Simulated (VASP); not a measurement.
Write the native input for VASP 6.6.1 that does the following.

| Quantity | Value |
| --- | --- |
| Task | single point |
| Functional | PBE |
| Potentials or basis | VASP PAW PBE potentials, release 64 (Si, Ru_pv) |
| Cutoff | 520 eV |
| k mesh | 4 × 4 × 4 |
| Occupations | gaussian, width 0.1 eV |
| Spin | no spin polarisation |
| Dipole correction | no |
| Further INCAR settings | ALGO = Normal; EDIFF = 1e-07; NBANDS = 21 |

The structure of Si3Ru lies in POSCAR:

```
Si3Ru
1.0
    4.0599293300      0.0000000000      0.0000000000
    0.0000000000      4.0599293300      0.0000000000
    0.0000000000      0.0000000000      4.0599293300
Si Ru
3 1
Direct
    0.5000000000      0.0000000000      0.0000000000
    0.0000000000      0.5000000000      0.0000000000
    0.0000000000      0.0000000000      0.5000000000
    0.0000000000      0.0000000000      0.0000000000
```

One way to write it, as run:

INCAR

```
ALGO = Normal
EDIFF = 1E-7
ENCUT = 520
GGA = PE
ISIF = 2
ISMEAR = 0
LASPH = True
LCHARG = False
LREAL = False
LWAVE = False
NBANDS = 21
NELM = 80
PREC = Accurate
SIGMA = 0.1
```

KPOINTS

```
k-points
0
Gamma
  4 4 4
```

Potentials or basis: VASP PAW PBE potentials, release 64 (Si, Ru_pv).

Command:

```bash
$ cat potpaw_PBE.64/Si/POTCAR potpaw_PBE.64/Ru_pv/POTCAR > POTCAR
$ mpirun -np 1 vasp_std > vasp.out
```

It gave:

* Pressure: 64.9 GPa
* Band gap on the k mesh: zero (band 13 reaches 9.70 eV, above the bottom of band 14 at 9.37 eV)

Caveat: the k points lie up to 0.39 Å⁻¹ apart.

Wall time 14 s on 1 thread of Intel Xeon 6975P-C, with other jobs on the host, peak memory 0.17 GiB.
